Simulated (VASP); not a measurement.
Set up this calculation in VASP 6.6.1, as the native input.

* Task: single point
* Functional: PBE
* Potentials or basis: VASP PAW PBE potentials, release 64 (Si, C)
* Cutoff: 520 eV
* k mesh: 12 × 12 × 6
* Occupations: gaussian, width 0.01 eV
* Spin: no spin polarisation
* Dipole correction: no
* Further INCAR settings: ALGO = Normal; EDIFF = 1e-07; NBANDS = 16

The structure of SiC lies in POSCAR:

```
SiC
1.0
    3.0753562384      0.0000000000      0.0000000000
   -1.5376781192      2.6633366281      0.0000000000
    0.0000000000      0.0000000000      5.0481080801
Si C
2 2
Direct
    0.3333333333      0.6666666667     -0.0004083979
    0.6666666667      0.3333333333      0.4995916021
    0.3333333333      0.6666666667      0.3754083979
    0.6666666667      0.3333333333      0.8754083979
```

These files were run (other wordings do the same):

INCAR

```
ALGO = Normal ; EDIFF = 1E-7
ENCUT = 520 ; GGA = PE
ISIF = 2 ; ISMEAR = 0
LASPH = True ; LCHARG = False
LREAL = False ; LWAVE = False
NBANDS = 16 ; NELM = 60
PREC = Accurate ; SIGMA = 0.01
```

KPOINTS

```
k-points
0
Gamma
  12 12 6
```

Potentials or basis: VASP PAW PBE potentials, release 64 (Si, C).

The run is started by

```bash
$ cat potpaw_PBE.64/Si/POTCAR potpaw_PBE.64/C/POTCAR > POTCAR
$ mpirun -np 1 vasp_std > vasp.out
```

Results of the run:

```
Pressure               : 3.5 GPa
Largest force          : 0.003 eV/Å
Band gap on the k mesh : 2.27 eV, indirect (least direct gap 3.97 eV)
```

Run time: 34 s on 1 thread of Intel Xeon 6975P-C, with other jobs on the host, peak memory 0.18 GiB.
